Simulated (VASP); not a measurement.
The system is Si2C.

```xyz
6
Lattice="3.6814 0.0000 0.0000 -1.8407 3.1882 0.0000 0.0000 0.0000 7.5236" Properties=species:S:1:pos:R:3 pbc="T T T"
Si    1.8407    0.0000    3.7618
Si   -0.9204    1.5941    3.7618
Si    0.9204    1.5941    3.7618
Si    0.0000    0.0000    0.0000
C     0.0000    0.0000    1.3790
C     0.0000    0.0000    6.1446
```

| Item | Value |
| --- | --- |
| Program | VASP 6.6.1 |
| Task | relaxation of cell and atoms |
| Functional | PBE |
| Potentials or basis | VASP PAW PBE potentials, release 64 (Si, C) |
| Cutoff | 600 eV |
| k mesh | 6 × 6 × 2 |
| Occupations | gaussian, width 0.1 eV |
| Spin | no spin polarisation |

At the start: pressure 109.7 GPa; volume 14.72 Å³/atom.

How do energy, volume and symmetry change on relaxing?

Over 17 steps the energy falls by 3668.0 meV/atom and the volume is 18.95 Å³/atom (+28.7 %); space group P6/mmm (No. 191, to 0.05 Å).

Step by step:
```
step  energy change (eV)  largest force (eV/Å)  pressure (GPa)  volume (Å³)
   1              0.0000               25.2427          109.69        88.30
   2            -10.7189                1.3334           -8.08       289.83
   3            -11.8871                1.2767           -8.21       260.27
   4            -12.8055                1.1015           -8.41       237.70
   5            -15.8074                0.0873           -0.65       150.89
   6            -15.8150                0.3055            1.08       145.71
   7            -19.1340                1.1618           -7.60       151.99
   8            -20.5112                0.5119           -9.61       153.26
   9            -20.6891                6.6208            2.71       123.57
  10            -21.2302                2.2073           -5.05       135.72
  11            -21.9783                0.5280           -0.32       116.13
  12            -21.9840                0.3907            0.41       114.45
  13            -21.9999                0.0454           -0.30       114.81
  14            -22.0020                0.1289           -0.67       115.01
  15            -22.0066                0.1681            0.06       113.83
  16            -22.0075                0.0769           -0.16       114.16
  17            -22.0081                0.0240            0.01       113.69
```

Final structure:
```cif
data_structure
_symmetry_space_group_name_H-M 'P 1'
_symmetry_Int_Tables_number 1
_cell_length_a 4.7034
_cell_length_b 4.7034
_cell_length_c 5.9345
_cell_angle_alpha 90.000
_cell_angle_beta 90.000
_cell_angle_gamma 120.000
_cell_volume 113.69
loop_
_atom_site_label
_atom_site_type_symbol
_atom_site_fract_x
_atom_site_fract_y
_atom_site_fract_z
_atom_site_occupancy
Si1 Si 0.50000 0.00000 0.50000 1
Si2 Si 0.00000 0.50000 0.50000 1
Si3 Si 0.50000 0.50000 0.50000 1
Si4 Si 0.00000 0.00000 0.00000 1
C1 C 0.00000 0.00000 0.29948 1
C2 C 0.00000 0.00000 0.70052 1
```

Caveat: the k points lie up to 0.53 Å⁻¹ apart in the final cell; the volume moved by over 15 % at a fixed basis, so the end points are rough.
